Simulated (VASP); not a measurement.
Write the native input for VASP 6.6.1 that does the following.

* Task: single point
* Functional: LDA
* Potentials or basis: VASP PAW LDA potentials, release 64 (Ir_sv_GW)
* Cutoff: 560 eV
* k mesh: 22 × 22 × 22
* Occupations: gaussian, width 0.15 eV
* Spin: no spin polarisation
* Dipole correction: no
* Further INCAR settings: ALGO = Normal; EDIFF = 1e-06; NBANDS = 14

The structure of Ir lies in POSCAR:

```
Ir
1.0
    0.0000000000      1.9386808618      1.9386808618
    1.9386808618      0.0000000000      1.9386808618
    1.9386808618      1.9386808618      0.0000000000
Ir
1
Direct
    0.0000000000      0.0000000000      0.0000000000
```

One way to write it, as run:

INCAR

```
SYSTEM = Ir
  PREC = Accurate
  ENCUT = 560
  EDIFF = 1E-6
  ISMEAR = 0
  SIGMA = 0.15
  LREAL = .FALSE.
  LASPH = .TRUE.
  NELM = 120
  ALGO = Normal
  ISIF = 2
  LWAVE = .FALSE.
  LCHARG = .TRUE.
  GGA = CA
  LELF = .TRUE.
  LVHAR = .TRUE.
  NBANDS = 14
  GGA_COMPAT = .FALSE.
```

KPOINTS

```
regular mesh
0
G
  22 22 22
  0 0 0
```

Potentials or basis: VASP PAW LDA potentials, release 64 (Ir_sv_GW).

Run with:

```console
$ cat potpaw_LDA.64/Ir_sv_GW/POTCAR > POTCAR
$ mpirun -np 1 vasp_std > vasp.out
```

Results of the run:

* Pressure: -18.7 GPa
* Band gap on the k mesh: zero (an odd number of electrons rules out a gap without spin polarisation)

Caveat: the cell stands under tension; spin-orbit coupling is left out, which moves the levels of the heavy elements.

Wall time 33 s on 1 thread of AMD EPYC 9R45 (Zen 5) (shared host), peak memory 0.16 GiB.
